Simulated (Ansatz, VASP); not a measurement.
# Cd3CuO in VASP and in Ansatz

```
Cd Cu O
1.0
     3.28171    0.00000    0.00000
     0.00000    3.28171    0.00000
     0.00000    0.00000    8.07160
Cd Cu O
3 1 1
Direct
  0.50000 0.50000 0.68870
  0.50000 0.50000 0.31130
  0.00000 0.00000 0.00000
  0.00000 0.00000 0.50000
  0.50000 0.50000 0.00000
```

Alike in both runs: functional PBE; k mesh 5 × 5 × 2; occupations gaussian, width 0.2 eV; collinear spin.

Ansatz relaxed the structure, and its values are those at the end. VASP's run is a single point on that final structure, the one shown.

```csv
,VASP,Ansatz
version,VASP 6.6.1,Ansatz 0.2.0
potentials or method,"VASP PAW PBE potentials, release 64 (Cd, Cu, O), cutoff 520 eV","scalar-relativistic, plane waves, PAW"
valence electrons in the cell,53,85
```

```csv
,VASP,Ansatz,Ansatz less VASP
gap on the k mesh at the Fermi level (eV),none,none,-
pressure (GPa),0.6,-0.1,-0.66
rms of the force components (eV/Å),0.002,0.006,+0.0045
net moment per atom (μB),0.00,0.00,0.000
```

A gap of «none» marks a metal or a gap that the smearing closes. The functional is the same, so the differences come from potentials, cutoffs and numerics. VASP's potentials hold 53 valence electrons a cell and Ansatz's 85, so a difference there can come from the potentials and not from the codes. Ansatz's warnings: seeded moment not kept.

The k mesh is coarse, so the values compare programs but aren't converged.
